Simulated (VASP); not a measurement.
# CoPtO2 (R-3m) in VASP: further runs

CoPtO2 is run at these levels: PBE; tasks: single point.

Program: VASP 6.6.1. These are calculated values, not measurements. Logs are shortened: lines on timing, memory, paths and dates and some standing lists are left out, and cuts for length are marked.

### 1 The cell of the first run

It takes space group R-3m (No. 166, trigonal). The conventional cell has a = 2.769 Å, b = 2.769 Å, c = 17.883 Å, α = 90.00°, β = 90.00°, γ = 120.00°. Within 2.5 Å of Co (site symmetry -3m) lie 6 O at 1.87 Å. Within 2.8 Å of Pt (site symmetry -3m) lie 2 O at 2.01 Å and 6 Pt at 2.77 Å. O (site symmetry 3m) has 3 Co at 1.87 Å and 1 Pt at 2.01 Å and 3 O at 2.52 Å within 2.6 Å.

### 2 Single point, PBE (strain -0.030 along x and y, +0.000 along z)

File INCAR:

```
PREC = Accurate
ENCUT = 520
EDIFF = 1E-6
ISMEAR = 0
SIGMA = 0.15
LREAL = F
LASPH = T
NELM = 60
ALGO = Normal
ISIF = 2
LWAVE = F
LCHARG = F
GGA = PE
NBANDS = 24
```

File KPOINTS:

```
Automatic mesh
0
Gamma
  18 18 18
```

File POSCAR:

```
CoPtO2
1.0
    1.3845731292      0.7993836689      5.9610846606
   -1.3845731292      0.7993836689      5.9610846606
    0.0000000000     -1.5987673378      5.9610846606
Co Pt O
1 1 2
Direct
    0.5000000000      0.5000000000      0.5000000000
    0.0000000000      0.0000000000      0.0000000000
    0.8876528272      0.8876528272      0.8876528272
    0.1123471728      0.1123471728      0.1123471728
```

Potentials or basis: VASP PAW PBE potentials, release 64 (Co, Pt, O).

Command:

```console
$ cat potpaw_PBE.64/Co/POTCAR potpaw_PBE.64/Pt/POTCAR potpaw_PBE.64/O/POTCAR > POTCAR
$ mpirun -np 1 vasp_std > vasp.out
```

OUTCAR:

```text
PREC = Accurate
   ENCUT = 520
   EDIFF = 1E-6
   ISMEAR = 0
   LREAL = F
   LASPH = T
   NELM = 60
   ISIF = 2
   GGA = PE

 ion  position               nearest neighbor table
   1  0.500  0.500  0.500-   4 1.87   4 1.87   3 1.87   3 1.87   4 1.87   3 1.87
   2  0.000  0.000  0.000-   3 2.01   4 2.01
   3  0.888  0.888  0.888-   1 1.87   1 1.87   1 1.87   2 2.01
   4  0.112  0.112  0.112-   1 1.87   1 1.87   1 1.87   2 2.01

  LATTYP: Found a trigonal (rhomboedric) cell.
 ALAT       =     6.1717572320
 COS(alpha) =     0.8993429671

  Lattice vectors:

 A1 = (   1.3845731292,   0.7993836689,   5.9610846606)
 A2 = (  -1.3845731292,   0.7993836689,   5.9610846606)
 A3 = (   0.0000000000,  -1.5987673378,   5.9610846606)

Analysis of symmetry for initial positions (statically):
=====================================================================
 Subroutine PRICEL returns:
 Original cell was already a primitive cell.

 Routine SETGRP: Setting up the symmetry group for a
 trigonal (rhombohedral) supercell.

 Subroutine GETGRP returns: Found 12 space group operations
 (whereof 12 operations were pure point group operations)
 out of a pool of 12 trial point group operations.

The static configuration has the point symmetry D_3d.

Analysis of symmetry for dynamics (positions and initial velocities):
=====================================================================
 Subroutine PRICEL returns:
 Original cell was already a primitive cell.

 Routine SETGRP: Setting up the symmetry group for a
 trigonal (rhombohedral) supercell.

 Subroutine GETGRP returns: Found 12 space group operations
 (whereof 12 operations were pure point group operations)
 out of a pool of 12 trial point group operations.

The dynamic configuration has the point symmetry D_3d.

 Subroutine INISYM returns: Found 12 space group operations
 (whereof 12 operations are pure point group operations),
 and found     1 'primitive' translations

----------------------------------------------------------------------------------------

                                     Primitive cell

  volume of cell :      39.5866

  direct lattice vectors                    reciprocal lattice vectors
     1.384573129  0.799383669  5.961084661     0.361122132  0.208493960  0.055918235
    -1.384573129  0.799383669  5.961084661    -0.361122132  0.208493960  0.055918235
     0.000000000 -1.598767338  5.961084661     0.000000000 -0.416987920  0.055918235

  length of vectors
     6.171757232  6.171757232  6.171757232     0.420720542  0.420720542  0.420720542

  position of ions in fractional coordinates (direct lattice)
     0.500000000  0.500000000  0.500000000
     0.000000000  0.000000000  0.000000000
     0.887652827  0.887652827  0.887652827
     0.112347173  0.112347173  0.112347173

  ion indices of the primitive-cell ions
   primitive index   ion index
                 1           1
                 2           2
                 3           3
                 4           4

----------------------------------------------------------------------------------------

 KPOINTS: Automatic mesh

Automatic generation of k-mesh.
 Grid dimensions read from file:
 generate k-points for:   18   18   18

 Generating k-lattice:

  Cartesian coordinates                     Fractional coordinates (reciprocal lattice)
     0.020062341  0.011582998  0.003106569     0.055555556  0.000000000  0.000000000
    -0.020062341  0.011582998  0.003106569     0.000000000  0.055555556  0.000000000
     0.000000000 -0.023165996  0.003106569     0.000000000  0.000000000  0.055555556

  Length of vectors
     0.023373363  0.023373363  0.023373363

  Shift w.r.t. Gamma in fractional coordinates (k-lattice)
     0.000000000  0.000000000  0.000000000

 Subroutine IBZKPT returns following result:
 ===========================================

 Found    580 irreducible k-points:

 Following reciprocal coordinates:
            Coordinates               Weight
  0.000000  0.000000  0.000000      1.000000
  0.055556  0.000000  0.000000      6.000000
  0.111111  0.000000  0.000000      6.000000
  0.166667  0.000000  0.000000      6.000000
  0.222222  0.000000  0.000000      6.000000
  0.277778  0.000000  0.000000      6.000000
[... 16 lines left out ...]
 -0.277778  0.055556 -0.000000     12.000000
 -0.222222  0.055556 -0.000000     12.000000
 [... further k-points ...]
   k-points           NKPTS =    580   k-points in BZ     NKDIM =    580   number of bands    NBANDS=     24
   number of dos      NEDOS =    301   number of ions     NIONS =      4
   total plane-waves  NPLWV = 110592
   dimension x,y,z NGX =    48 NGY =   48 NGZ =   48
   dimension x,y,z NGXF=    96 NGYF=   96 NGZF=   96
   ions per type =               1   1   2
   NGX,Y,Z   is equivalent  to a cutoff of  12.93, 12.93, 12.93 a.u.
   NGXF,Y,Z  is equivalent  to a cutoff of  25.86, 25.86, 25.86 a.u.
 SYSTEM =  unknown system
   PREC   = accura    normal or accurate (medium, high low for compatibility)
   ISTART =      0    job   : 0-new  1-cont  2-samecut
   ICHARG =      2    charge: 1-file 2-atom 10-const
   ISPIN  =      1    spin polarized calculation?
   LNONCOLLINEAR =      F non collinear calculations
   LSORBIT =      F    spin-orbit coupling
   LASPH  =      T    aspherical Exc in radial PAW
   ENCUT  =  520.0 eV  38.22 Ry    6.18 a.u.  11.48 11.48 11.48*2*pi/ulx,y,z
   NELM   =     60;   NELMIN=  2; NELMDL= -5     # of ELM steps
   EDIFF  = 0.1E-05   stopping-criterion for ELM
   LREAL  =      F    real-space projection
   EDIFFG = 0.1E-04   stopping-criterion for IOM
   NSW    =      0    number of steps for IOM
   IBRION =     -1    ionic relax: 0-MD 1-quasi-New 2-CG
   NFREE  =      0    steps in history (QN), initial steepest desc. (CG)
   ISIF   =      2    stress and relaxation
   ISYM   =      2    0-nonsym 1-usesym 2-fastsym
   POTIM  = 0.5000    time-step for ionic-motion
   TEBEG  =    0.0;   TEEND  =   0.0 temperature during run
   PSTRESS=    0.0 pullay stress
   NELECT =      31.0000    total number of electrons
   NUPDOWN=      -1.0000    fix difference up-down
   EMIN   =  10.00;   EMAX   =-10.00  energy-range for DOS
   EFERMI =   0.00;   METHOD = LEGACY
   ISMEAR =     0;   SIGMA  =   0.15  broadening in eV -4-tet -1-fermi 0-gaus
   EFERMI_NEDOS =   21; number of points for ismear=-14 and -15
   IALGO  =     38    algorithm
   IMIX   =      4    mixing-type and parameters
     AMIX     =   0.40;   BMIX     =  1.00
     AMIX_MAG =   1.60;   BMIX_MAG =  1.00
  volume/ion in A,a.u.               =       9.90        66.79
  Fermi-wavevector in a.u.,A,eV,Ry     =   1.508966  2.851533 30.980177  2.276979
  Thomas-Fermi vector in A             =   2.619351
   LORBIT       =      0    0 simple, 1 ext, 2 COOP (PROOUT), +10 PAW based schemes
   GGA     = PE    functional components
   LHFCALC =     F    Hartree Fock is set to
   AEXX    =    0.0000 exact exchange contribution
   IVDW    =     0    specifies the selected vdW correction
   LEPSILON=     F    determine dielectric tensor
   LRPA    =     F    only Hartree local field effects (RPA)
 non-spin polarized calculation
 Gauss-broadening in eV      SIGMA  =   0.15
  energy-cutoff  :      520.00
  volume of cell :       39.59
 maximum number of plane-waves:      1081
 NGX is ok and might be reduce to    48
   NGX = 23   NGY = 23   NGZ = 23

 number of electron      30.9999999 magnetization

 Free energy of the ion-electron system (eV)
  ---------------------------------------------------
  ext. energy  EPLUGINS =         0.00000000
  ---------------------------------------------------
  free energy    TOTEN  =       -26.31959144 eV

  energy without entropy =      -26.31123285  energy(sigma->0) =      -26.31541214

 E-fermi :   9.3952     XC(G=0): -12.9032

 val. band max:        9.3744914918   @ k =  -0.3333  -0.3333   0.1111
 cond. band min:       9.4433990670   @ k =   0.4444   0.4444   0.0000
 fundamental gap:      0.0689075752
 Fermi energy:         9.3952189443

 k-point     1 :       0.0000    0.0000    0.0000
  band No.  band energies     occupation
      1     -12.6425      2.00000
      2     -10.6648      2.00000
      3      -0.6791      2.00000
      4       1.9069      2.00000
      5       2.5749      2.00000
      6       2.5749      2.00000
[... 16 lines left out ...]
     23      25.1296      0.00000
     24      27.2742      0.00000

 k-point     2 :       0.0556    0.0000    0.0000
  band No.  band energies     occupation
      1     -12.6030      2.00000
      2     -10.6603      2.00000
      3      -0.6270      2.00000
      4       2.0031      2.00000
      5       2.4466      2.00000
      6       2.5937      2.00000
[... 16 lines left out ...]
     23      25.2444      0.00000
     24      26.8173      0.00000

 k-point     3 :       0.1111    0.0000    0.0000
  band No.  band energies     occupation
      1     -12.4868      2.00000
      2     -10.6477      2.00000
      3      -0.4776      2.00000
      4       2.1492      2.00000
      5       2.2794      2.00000
      6       2.6475      2.00000
[... 16 lines left out ...]
     23      25.4238      0.00000
     24      25.8489      0.00000
[... 514 lines left out ...]
 k-point    23 :      -0.2778    0.0556   -0.0000
  band No.  band energies     occupation
      1     -11.6434      2.00000
      2     -10.5817      2.00000
      3       0.4361      2.00000
      4       1.1749      2.00000
      5       2.4098      2.00000
      6       2.9732      2.00000
[... 16 lines left out ...]
     23      23.0232      0.00000
     24      24.3635      0.00000

 k-point    24 :      -0.2222    0.0556   -0.0000
  band No.  band energies     occupation
      1     -11.9173      2.00000
      2     -10.5907      2.00000
      3       0.1648      2.00000
      4       1.3869      2.00000
      5       2.7145      2.00000
      6       2.9670      2.00000
[... 16 lines left out ...]
     23      23.4771      0.00000
     24      23.7138      0.00000

 [... further k-points ...]

------------------------ aborting loop because EDIFF is reached ----------------------------------------

  FORCE on cell =-STRESS in cart. coord.  units (eV):
  Direction    XX          YY          ZZ          XY          YZ          ZX
  --------------------------------------------------------------------------------------
  -------------------------------------------------------------------------------------
  Total        4.6107769      4.6107769      2.3960276      0.0000000     -0.0000000      0.0000000
  in kB      186.6108883    186.6108883     96.9738627      0.0000000     -0.0000000      0.0000000
  external PRESSURE =     156.7318798 kB  Pullay stress =       0.0000000 kB

 VOLUME and BASIS-vectors are now :
 -----------------------------------------------------------------------------
  energy-cutoff  :      520.00
  volume of cell :       39.59
      direct lattice vectors                 reciprocal lattice vectors
     1.384573129  0.799383669  5.961084661     0.361122132  0.208493960  0.055918235
    -1.384573129  0.799383669  5.961084661    -0.361122132  0.208493960  0.055918235
     0.000000000 -1.598767338  5.961084661     0.000000000 -0.416987920  0.055918235

 POSITION                                       TOTAL-FORCE (eV/Angst)
 -----------------------------------------------------------------------------------
      0.00000      0.00000      8.94163         0.000000      0.000000     -0.000000
      0.00000      0.00000      0.00000         0.000000     -0.000000     -0.000000
      0.00000      0.00000     15.87412         0.000000      0.000000      0.555600
      0.00000      0.00000      2.00913         0.000000     -0.000000     -0.555600
 -----------------------------------------------------------------------------------
    total drift:                               -0.000000     -0.000000      0.000000

  FREE ENERGIE OF THE ION-ELECTRON SYSTEM (eV)
  ---------------------------------------------------
  free  energy   TOTEN  =       -26.3195914419 eV

  energy  without entropy=      -26.3112328451  energy(sigma->0) =      -26.31541214
```

Run time: 19 min. Hardware: 1 thread of Intel Xeon 6975P-C (Granite Rapids), shared host; peak memory 0.79 GiB.

What came out:

- Free energy: -26.3196 eV
- Pressure: 15.7 GPa
- Largest force: 0.556 eV/Å
- Band gap on the k mesh: zero (an odd number of electrons rules out a gap without spin polarisation)

Forces on the atoms (eV/Å):
```
Co   0.000  0.000  0.000
Pt   0.000  0.000  0.000
O    0.000  0.000  0.556
O    0.000  0.000 -0.556
```

Caveat: the cell differs from its parent crystal (strain -0.030 along x and y, +0.000 along z); the stress differs along the axes, from 10 to 19 GPa; spin-orbit coupling is left out, which moves the levels of the heavy elements; an odd number of electrons without spin polarisation forces a metal; a magnetic or distorted state may lie lower; the run has no spin polarisation, though such a crystal can be magnetic; semilocal functionals often make such compounds metallic where correlation or magnetic order opens a gap, which also shifts bond lengths. Spin polarisation is off, so any magnetic state and its effect on volume and gap are missing.

### 3 Single point, PBE (strain -0.015 along x and y, -0.030 along z)

File INCAR:

```
SYSTEM = CoPtO2
  PREC = Accurate
  ENCUT = 520
  EDIFF = 1E-6
  ISMEAR = 0
  SIGMA = 0.15
  LREAL = .FALSE.
  LASPH = .TRUE.
  NELM = 60
  ALGO = Fast
  ISIF = 2
  LWAVE = .FALSE.
  LCHARG = .FALSE.
  GGA = PE
  NBANDS = 24
```

File KPOINTS:

```
regular mesh
0
G
  18 18 18
  0 0 0
```

File POSCAR:

```
CoPtO2
1.0
    1.4059840539      0.8117452720      5.7822521208
   -1.4059840539      0.8117452720      5.7822521208
    0.0000000000     -1.6234905440      5.7822521208
Co Pt O
1 1 2
Direct
    0.5000000000      0.5000000000      0.5000000000
    0.0000000000      0.0000000000      0.0000000000
    0.8876528272      0.8876528272      0.8876528272
    0.1123471728      0.1123471728      0.1123471728
```

Potentials or basis: VASP PAW PBE potentials, release 64 (Co, Pt, O).

Command:

```console
$ cat potpaw_PBE.64/Co/POTCAR potpaw_PBE.64/Pt/POTCAR potpaw_PBE.64/O/POTCAR > POTCAR
$ mpirun -np 1 vasp_std > vasp.out
```

Run time: 50 min. Hardware: 1 thread of AMD EPYC 9755, shared host; peak memory 0.76 GiB.

The run converged. Its results:

```
Free energy            : -26.3005 eV
Pressure               : 18.4 GPa
Largest force          : 0.208 eV/Å
Band gap on the k mesh : zero (an odd number of electrons rules out a gap without spin polarisation)
```

Forces in eV/Å, atoms in the order of the input:
```
Co   0.000  0.000  0.000
Pt   0.000  0.000  0.000
O    0.000  0.000 -0.208
O    0.000  0.000  0.208
```

Stress tensor (GPa, compression positive):
```
13.35  0.00  0.00
 0.00 13.35  0.00
 0.00  0.00 28.58
```

Levels at points of the mesh, in eV from the Fermi level:
| k point | band 13 | band 14 | band 15 | band 16 | band 17 | band 18 | band 19 | band 20 |
| --- | --- | --- | --- | --- | --- | --- | --- | --- |
| (0.00, 0.00, 0.00) | -2.02 | -1.66 | -1.66 | -1.45 | 2.06 | 2.06 | 3.35 | 5.53 |
| (0.50, 0.00, 0.00) | -1.29 | -1.04 | 0.03 | 1.13 | 1.41 | 1.57 | 2.54 | 7.50 |
| (0.50, 0.50, 0.00) | -1.28 | -1.08 | 0.03 | 0.34 | 1.92 | 2.41 | 2.53 | 8.26 |
| (0.50, 0.50, 0.50) | -1.91 | -0.83 | -0.67 | -0.67 | 1.54 | 1.54 | 4.62 | 4.67 |

Caveat: the cell differs from its parent crystal (strain -0.015 along x and y, -0.030 along z); the stress differs along the axes, from 13 to 29 GPa; spin-orbit coupling is left out, which moves the levels of the heavy elements; an odd number of electrons without spin polarisation forces a metal; a magnetic or distorted state may lie lower; the run has no spin polarisation, though such a crystal can be magnetic; semilocal functionals often make such compounds metallic where correlation or magnetic order opens a gap, which also shifts bond lengths. Spin polarisation is off, so any magnetic state and its effect on volume and gap are missing.

(Continued in part 2 of 2.)

The gap in the log of VASP goes by the Fermi energy; the results here count the filled bands.